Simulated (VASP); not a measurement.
Zr: single point with PBE+D3(BJ)

Crystal: Zr.

```
Zr
1.0
     3.18593    0.00000    0.00000
    -1.59296    2.75910    0.00000
     0.00000    0.00000    5.10842
Zr
2
Cartesian
  0.0000 1.8394 1.2771
  1.5930 0.9197 3.8313
```

```json
{"Program": "VASP 6.6.1", "Task": "single point", "Functional": "PBE", "Dispersion": "D3(BJ)", "Potentials or basis": "VASP PAW PBE potentials, release 64 (Zr_sv)", "Cutoff": "520 eV", "k mesh": "18 × 18 × 8", "Occupations": "gaussian, width 0.1 eV", "Spin": "no spin polarisation"}
```

```yaml
Pressure: 0.0 GPa
Band_gap_on_the_k_mesh: zero (bands 12 and 13 overlap by 1.20 eV)
Dispersion_energy_per_atom: -0.549 eV
```

Levels at points of the mesh, in eV from the Fermi level:
```tsv
k point	band 8	band 9	band 10	band 11	band 12	band 13	band 14	band 15	band 16	band 17
(0.00, 0.00, 0.00)	-26.23	-5.72	-3.14	0.87	0.87	0.96	1.26	1.59	1.59	2.25
(0.50, 0.00, 0.00)	-26.35	-2.70	-2.56	-2.26	-0.12	0.57	0.78	1.49	5.14	5.50
(0.00, 0.00, 0.50)	-26.31	-3.99	-3.99	0.01	0.01	0.79	0.79	0.79	0.79	4.10
(0.50, 0.00, 0.50)	-26.49	-2.98	-2.98	-1.15	-1.15	1.77	1.77	2.30	2.30	5.38
```

It took 8.4 min on 1 thread of Intel Xeon 8259CL, with other jobs on the host, peak memory 0.26 GiB.
